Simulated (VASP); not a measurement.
**ZnCu: single point with r2SCAN**

ZnCu:

```
Zn Cu
1.0
     2.92897    0.00000    0.00000
     0.00000    2.92897    0.00000
     0.00000    0.00000    2.92897
Zn Cu
1 1
Direct
  0.50000 0.50000 0.50000
  0.00000 0.00000 0.00000
```

```yaml
Program: VASP 6.6.1
Task: single point
Functional: r2SCAN
Potentials_or_basis: VASP PAW PBE potentials, release 64 (Zn, Cu)
Cutoff: 520 eV
k_mesh: 12 × 12 × 12
Occupations: gaussian, width 0.05 eV
Spin: no spin polarisation
Dipole_correction: no
Further_INCAR_settings: ALGO = Normal; EDIFF = 1e-06; NBANDS = 18
```

* Pressure: -0.5 GPa
* Band gap on the k mesh: zero (an odd number of electrons rules out a gap without spin polarisation)

Levels at points of the mesh, in eV from the Fermi level:
| k point | band 8 | band 9 | band 10 | band 11 | band 12 | band 13 | band 14 | band 15 |
| --- | --- | --- | --- | --- | --- | --- | --- | --- |
| (0.00, 0.00, 0.00) | -3.68 | -2.77 | -2.77 | -2.77 | 6.78 | 6.78 | 6.78 | 11.71 |
| (0.50, 0.00, 0.00) | -3.80 | -3.35 | -3.35 | -2.85 | -2.01 | 12.58 | 12.58 | 13.16 |
| (0.50, 0.50, 0.00) | -2.93 | -2.93 | -2.54 | -1.97 | -1.97 | 2.09 | 2.43 | 15.07 |
| (0.50, 0.50, 0.50) | -4.43 | -2.52 | -2.52 | 4.60 | 4.60 | 4.60 | 4.60 | 4.82 |

Wall time 38 s on 1 thread of Intel(R) Xeon(R) 6975P-C (Granite Rapids), on a shared host, peak memory 0.17 GiB.

Caveat: the PAW data sets were made with another functional, which shifts forces and pressure a little.
